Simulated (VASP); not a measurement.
# TaF3 (P4/mmm) in VASP: notebook

TaF3 is run at these levels: LDA; tasks: single point.

Everything below comes from runs of VASP 6.6.1. Logs are shortened: lines on timing, memory, paths and dates and some standing lists are left out, and cuts for length are marked.

## Step 1: The cell of the first run

Symmetry: P4/mmm, No. 123, tetragonal system. Conventional cell: a = 4.222 Å, b = 4.222 Å, c = 4.167 Å, α = 90.00°, β = 90.00°, γ = 90.00°. Within 2.8 Å of Ta (site symmetry 4/mmm) lie 6 F at 2.08 to 2.11 Å. F (site symmetry mmm) has 2 Ta at 2.11 Å within 2.8 Å. Within 2.8 Å of F (site symmetry 4/mmm) lie 2 Ta at 2.08 Å.

## Step 2: Single point, LDA

Contents of INCAR:

```
ALGO = Normal
EDIFF = 1E-6
ENCUT = 600
GGA = CA
GGA_COMPAT = False
ISIF = 2
ISMEAR = -1
LASPH = True
LCHARG = True
LELF = True
LREAL = False
LVHAR = True
LWAVE = False
NBANDS = 24
NELM = 120
PREC = Accurate
SIGMA = 0.15
```

Contents of KPOINTS:

```
k-points
0
Gamma
  8 8 8
```

Contents of POSCAR:

```
TaF3
1.0
    4.2222012800      0.0000000000      0.0000000000
    0.0000000000      4.2222012800      0.0000000000
    0.0000000000      0.0000000000      4.1666460000
Ta F
1 3
Direct
    0.0000000000      0.0000000000      0.0000000000
    0.0000000000      0.5000000000      0.0000000000
    0.5000000000      0.0000000000      0.0000000000
    0.0000000000      0.0000000000      0.5000000000
```

Potentials or basis: VASP PAW LDA potentials, release 64 (Ta_pv, F).

On the command line:

```bash
$ cat potpaw_LDA.64/Ta_pv/POTCAR potpaw_LDA.64/F/POTCAR > POTCAR
$ mpirun -np 1 vasp_std > vasp.out
```

OUTCAR:

```text
EDIFF = 1E-6
   ENCUT = 600
   GGA = CA
   ISIF = 2
   ISMEAR = -1
   LASPH = True
   LREAL = False
   NELM = 120
   PREC = Accurate

 ion  position               nearest neighbor table
   1  0.000  0.000  0.000-   4 2.08   4 2.08   2 2.11   3 2.11   2 2.11   3 2.11
   2  0.000  0.500  0.000-   1 2.11   1 2.11
   3  0.500  0.000  0.000-   1 2.11   1 2.11
   4  0.000  0.000  0.500-   1 2.08   1 2.08

  LATTYP: Found a simple tetragonal cell.
 ALAT       =     4.2222012800
 C/A-ratio  =     0.9868421053

  Lattice vectors:

 A1 = (   4.2222012800,   0.0000000000,   0.0000000000)
 A2 = (   0.0000000000,   4.2222012800,   0.0000000000)
 A3 = (   0.0000000000,   0.0000000000,   4.1666460000)

Analysis of symmetry for initial positions (statically):
=====================================================================
 Subroutine PRICEL returns:
 Original cell was already a primitive cell.

 Routine SETGRP: Setting up the symmetry group for a
 simple tetragonal supercell.

 Subroutine GETGRP returns: Found 16 space group operations
 (whereof 16 operations were pure point group operations)
 out of a pool of 16 trial point group operations.

The static configuration has the point symmetry D_4h.

Analysis of symmetry for dynamics (positions and initial velocities):
=====================================================================
 Subroutine PRICEL returns:
 Original cell was already a primitive cell.

 Routine SETGRP: Setting up the symmetry group for a
 simple tetragonal supercell.

 Subroutine GETGRP returns: Found 16 space group operations
 (whereof 16 operations were pure point group operations)
 out of a pool of 16 trial point group operations.

The dynamic configuration has the point symmetry D_4h.

 Subroutine INISYM returns: Found 16 space group operations
 (whereof 16 operations are pure point group operations),
 and found     1 'primitive' translations

----------------------------------------------------------------------------------------

                                     Primitive cell

  volume of cell :      74.2787

  direct lattice vectors                    reciprocal lattice vectors
     4.222201280  0.000000000  0.000000000     0.236843280  0.000000000  0.000000000
     0.000000000  4.222201280  0.000000000     0.000000000  0.236843280  0.000000000
     0.000000000  0.000000000  4.166646000     0.000000000  0.000000000  0.240001190

  length of vectors
     4.222201280  4.222201280  4.166646000     0.236843280  0.236843280  0.240001190

[... 85 lines left out ...]
   LREAL  =      F    real-space projection
   EDIFFG = 0.1E-04   stopping-criterion for IOM
   NSW    =      0    number of steps for IOM
   IBRION =     -1    ionic relax: 0-MD 1-quasi-New 2-CG
   NFREE  =      0    steps in history (QN), initial steepest desc. (CG)
   ISIF   =      2    stress and relaxation
   ISYM   =      2    0-nonsym 1-usesym 2-fastsym
   POTIM  = 0.5000    time-step for ionic-motion
   TEBEG  =    0.0;   TEEND  =   0.0 temperature during run
   PSTRESS=    0.0 pullay stress
   NELECT =      32.0000    total number of electrons
   NUPDOWN=      -1.0000    fix difference up-down
   EMIN   =  10.00;   EMAX   =-10.00  energy-range for DOS
   EFERMI =   0.00;   METHOD = LEGACY
   ISMEAR =    -1;   SIGMA  =   0.15  broadening in eV -4-tet -1-fermi 0-gaus
   EFERMI_NEDOS =   21; number of points for ismear=-14 and -15
   IALGO  =     38    algorithm
   IMIX   =      4    mixing-type and parameters
     AMIX     =   0.40;   BMIX     =  1.00
     AMIX_MAG =   1.60;   BMIX_MAG =  1.00
  volume/ion in A,a.u.               =      18.57       125.31
  Fermi-wavevector in a.u.,A,eV,Ry     =   1.236431  2.336516 20.800076  1.528762
  Thomas-Fermi vector in A             =   2.371040
   LORBIT       =      0    0 simple, 1 ext, 2 COOP (PROOUT), +10 PAW based schemes
   GGA     = CA    functional components
   LHFCALC =     F    Hartree Fock is set to
   AEXX    =    0.0000 exact exchange contribution
   IVDW    =     0    specifies the selected vdW correction
   LEPSILON=     F    determine dielectric tensor
   LRPA    =     F    only Hartree local field effects (RPA)
 non-spin polarized calculation
  energy-cutoff  :      600.00
  volume of cell :       74.28
 maximum number of plane-waves:      2517
 NGX is ok and might be reduce to    36
   NGX = 17   NGY = 17   NGZ = 17

 number of electron      32.0000042 magnetization

 Free energy of the ion-electron system (eV)
  ---------------------------------------------------
  ext. energy  EPLUGINS =         0.00000000
  ---------------------------------------------------
  free energy    TOTEN  =       -29.25944968 eV

  energy without entropy =      -28.99865670  energy(sigma->0) =      -29.12905319

 E-fermi :   2.2203     XC(G=0):  -8.6369

 val. band max:        2.1586114275   @ k =   0.0000   0.0000   0.0000
 cond. band min:       2.3085021682   @ k =   0.3750   0.0000   0.0000
 fundamental gap:      0.1498907408
 Fermi energy:         2.2203249343

 k-point     1 :       0.0000    0.0000    0.0000
  band No.  band energies     occupation
      1     -34.4665      2.00000
      2     -34.4336      2.00000
      3     -34.4336      2.00000
      4     -24.4356      2.00000
      5     -24.1237      2.00000
      6     -24.0145      2.00000
[... 637 lines left out ...]
     23      10.4300      0.00000
     24      11.1817      0.00000

 [... further k-points ...]

------------------------ aborting loop because EDIFF is reached ----------------------------------------

  FORCE on cell =-STRESS in cart. coord.  units (eV):
  Direction    XX          YY          ZZ          XY          YZ          ZX
  --------------------------------------------------------------------------------------
  -------------------------------------------------------------------------------------
  Total       -5.6262270     -5.6262270     -4.5316258      0.0000000      0.0000000     -0.0000000
  in kB     -121.3565893   -121.3565893    -97.7462599      0.0000000      0.0000000     -0.0000000
  external PRESSURE =    -113.4864795 kB  Pullay stress =       0.0000000 kB

 VOLUME and BASIS-vectors are now :
 -----------------------------------------------------------------------------
  energy-cutoff  :      600.00
  volume of cell :       74.28
      direct lattice vectors                 reciprocal lattice vectors
     4.222201280  0.000000000  0.000000000     0.236843280  0.000000000  0.000000000
     0.000000000  4.222201280  0.000000000     0.000000000  0.236843280  0.000000000
     0.000000000  0.000000000  4.166646000     0.000000000  0.000000000  0.240001190

 POSITION                                       TOTAL-FORCE (eV/Angst)
 -----------------------------------------------------------------------------------
      0.00000      0.00000      0.00000         0.000000      0.000000      0.000000
      0.00000      2.11110      0.00000         0.000000      0.000000      0.000000
      2.11110      0.00000      0.00000         0.000000      0.000000      0.000000
      0.00000      0.00000      2.08332         0.000000      0.000000      0.000000
 -----------------------------------------------------------------------------------
    total drift:                                0.000000      0.000000     -0.000000

  FREE ENERGIE OF THE ION-ELECTRON SYSTEM (eV)
  ---------------------------------------------------
  free  energy   TOTEN  =       -29.2594496829 eV

  energy  without entropy=      -28.9986566970  energy(sigma->0) =      -29.12905319
```

stdout:

```text
POSCAR found type information on POSCAR TaF
 POSCAR found :  2 types and       4 ions
 scaLAPACK will be used
 LDA part: xc-table for (Slater(with rela. corr.)+CA(PZ))
 , standard interpolation
 POSCAR, INCAR and KPOINTS ok, starting setup
 FFT: planning ... GRIDC
 FFT: planning ... GRID_SOFT
 FFT: planning ... GRID
 WAVECAR not read
 entering main loop
```

Wall time 90 s (1 thread of Intel Xeon 8259CL, shared host); peak memory 0.28 GiB.

What came out:

```
Free energy            : -29.2594 eV
Pressure               : -11.3 GPa
Band gap on the k mesh : zero (bands 16 and 17 overlap by 1.99 eV)
```

Stress tensor (GPa, compression positive):
```
-12.14   0.00   0.00
  0.00 -12.14   0.00
  0.00   0.00  -9.77
```

Caveat: the cell stands under tension; spin-orbit coupling is left out, which moves the levels of the heavy elements.

## Step 3: Single point, LDA

This run uses another cell than the first one, of 18.81 Å³/atom.

Contents of INCAR:

```
SYSTEM = TaF3
ALGO     = Normal         ! electronic algorithm
EDIFF    = 1E-6           ! SCF threshold, eV
ENCUT    = 600            ! plane-wave cutoff, eV
GGA_COMPAT= .FALSE.      
ISIF     = 2              ! what is computed and relaxed
ISMEAR   = -1             ! smearing method
LASPH    = .TRUE.         ! aspherical terms in the spheres
LCHARG   = .TRUE.         ! write CHGCAR
LELF     = .TRUE.         ! ELF
LREAL    = .FALSE.        ! projectors in reciprocal space
LVHAR    = .TRUE.       
LWAVE    = .FALSE.        ! write WAVECAR
NBANDS   = 24             ! bands
NELM     = 120            ! most SCF steps
PREC     = Accurate       ! precision mode
SIGMA    = 0.15           ! smearing width, eV
```

Contents of KPOINTS:

```
k-points
0
G
  8 8 8
  0 0 0
```

POSCAR, as its differences from that of step 2:

```diff
@@ -2,4 +2,4 @@
 1.0
-    4.2222012800      0.0000000000      0.0000000000
-    0.0000000000      4.2222012800      0.0000000000
+    4.2499789200      0.0000000000      0.0000000000
+    0.0000000000      4.2499789200      0.0000000000
     0.0000000000      0.0000000000      4.1666460000
```

Potentials or basis: VASP PAW LDA potentials, release 64 (Ta_pv, F).

On the command line:

```bash
$ cat potpaw_LDA.64/Ta_pv/POTCAR potpaw_LDA.64/F/POTCAR > POTCAR
$ mpirun -np 1 vasp_std > vasp.out
```

Wall time 86 s (1 thread of Intel Xeon 8259CL, shared host); peak memory 0.28 GiB.

Results (log left out):

* Free energy: -29.1837 eV
* Pressure: -12.2 GPa
* Band gap on the k mesh: zero (bands 16 and 17 overlap by 1.93 eV)

Stress tensor (GPa, compression positive):
```
-13.30   0.00   0.00
  0.00 -13.30   0.00
  0.00   0.00  -9.93
```

Levels at points of the mesh, in eV from the Fermi level:
| k point | band 12 | band 13 | band 14 | band 15 | band 16 | band 17 | band 18 | band 19 | band 20 | band 21 |
| --- | --- | --- | --- | --- | --- | --- | --- | --- | --- | --- |
| (0.00, 0.00, 0.00) | -7.42 | -7.33 | -7.33 | -7.29 | -0.79 | -0.79 | -0.78 | -0.04 | 1.40 | 1.59 |
| (0.50, 0.00, 0.00) | -7.83 | -7.60 | -7.47 | -7.35 | -0.75 | 0.23 | 0.24 | 1.40 | 1.73 | 2.97 |
| (0.50, 0.50, 0.00) | -7.89 | -7.81 | -7.81 | -6.84 | 0.28 | 0.28 | 1.02 | 2.06 | 4.96 | 4.99 |
| (0.00, 0.00, 0.50) | -7.81 | -7.39 | -7.33 | -7.33 | -0.72 | 0.34 | 0.34 | 1.43 | 1.47 | 3.04 |
| (0.50, 0.00, 0.50) | -7.81 | -7.58 | -7.56 | -6.96 | 0.31 | 0.40 | 1.11 | 1.76 | 5.05 | 5.11 |
| (0.50, 0.50, 0.50) | -8.75 | -6.96 | -6.96 | -6.83 | 1.14 | 1.22 | 1.22 | 4.80 | 4.99 | 5.30 |

Caveat: the cell stands under tension; spin-orbit coupling is left out, which moves the levels of the heavy elements.

The gap in the log of VASP goes by the Fermi energy; the results here count the filled bands.